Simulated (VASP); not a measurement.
Runs of VASP 6.6.1 on MgI. The structure is that of space group P-6m2 (No. 187), or close to it. The cells are those of the table. 

| task | cell | k mesh | cutoff (eV) | k mesh for the DOS | occupations for the DOS | gap on the mesh (eV) | pressure (GPa) | relaxed volume (Å³/atom) |
| --- | --- | --- | --- | --- | --- | --- | --- | --- |
| relaxation of cell and atoms | relaxed from a = 4.102, b = 4.102, c = 4.315 Å, angles 90.0, 90.0, 120.0°, 2 atoms | 18 × 18 × 14 | 600 | - | - | none | 0.0 | 31.32 |
| relaxation of cell and atoms | relaxed from a = 3.864, b = 3.864, c = 6.048 Å, angles 90.0, 90.0, 120.0°, 2 atoms | 18 × 18 × 10 | 600 | - | - | none | 0.0 | (a) |
| single point | a = 4.102, b = 4.102, c = 4.315 Å, angles 90.0, 90.0, 120.0°, 2 atoms | 18 × 18 × 10 | 520 | - | - | none | 0.0 | - |
| single point | a = 4.098, b = 4.098, c = 4.321 Å, angles 90.0, 90.0, 120.0°, 2 atoms | 18 × 18 × 14 | 520 | - | - | none | -0.1 | - |
| single point | a = 3.864, b = 3.864, c = 6.048 Å, angles 90.0, 90.0, 120.0°, 2 atoms | 6 × 6 × 4 | 520 | - | - | none | -3.2 | - |

Alike in all rows: level PBE; potentials or basis VASP PAW PBE potentials, release 64 (Mg, I); no spin polarisation; smearing gaussian 0.1 eV.

Question: Fill in the values left out.

Answer: (a) 31.36.

Caveats: spin-orbit coupling is left out, which moves the levels of the heavy elements; an odd number of electrons without spin polarisation forces a metal; a magnetic or distorted state may lie lower; the volume moved by over 15 % at a fixed basis, so the end points are rough (some runs).

A k mesh can miss the band edges, and the runs leave out spin-orbit coupling on I.

A gap of «none» marks levels without a gap at the run's occupations.
